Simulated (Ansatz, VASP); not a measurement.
**Two plane-wave programs on Mo5Rh**

```xyz
6
Lattice="4.8914 0.0000 0.0000 -2.4457 4.2361 0.0000 0.0000 0.0000 4.5134" Properties=species:S:1:pos:R:3 pbc="T T T"
Mo    1.6266    0.0000    2.2567
Mo    2.4457    1.4120    0.0000
Mo    0.0000    2.8241    0.0000
Mo   -0.8133    1.4087    2.2567
Mo    1.6324    2.8274    2.2567
Rh    0.0000    0.0000    0.0000
```

Alike in both runs: functional PBE; k mesh 4 × 4 × 4; occupations gaussian, width 0.2 eV; no spin polarisation.

Ansatz relaxed the structure, and its values are those at the end. VASP's run is a single point on that final structure, the one shown.

|  | VASP | Ansatz |
| --- | --- | --- |
| version | VASP 6.6.1 | Ansatz 0.2.0 |
| potentials or method | VASP PAW PBE potentials, release 64 (Mo_sv, Rh_pv), cutoff 500 eV | scalar-relativistic, plane waves, PAW |
| valence electrons in the cell | 85 | 87 |

|  | VASP | Ansatz | Ansatz less VASP |
| --- | --- | --- | --- |
| gap on the k mesh at the Fermi level (eV) | none | none | - |
| pressure (GPa) | 0.4 | -0.1 | -0.46 |
| rms of the force components (eV/Å) | 0.003 | 0.002 | -0.0011 |

A gap of «none» marks a metal or a gap that the smearing closes. VASP's potentials hold 85 valence electrons a cell and Ansatz's 87, so a difference there can come from the potentials and not from the codes.

The k mesh is coarse, so the values compare programs but aren't converged.
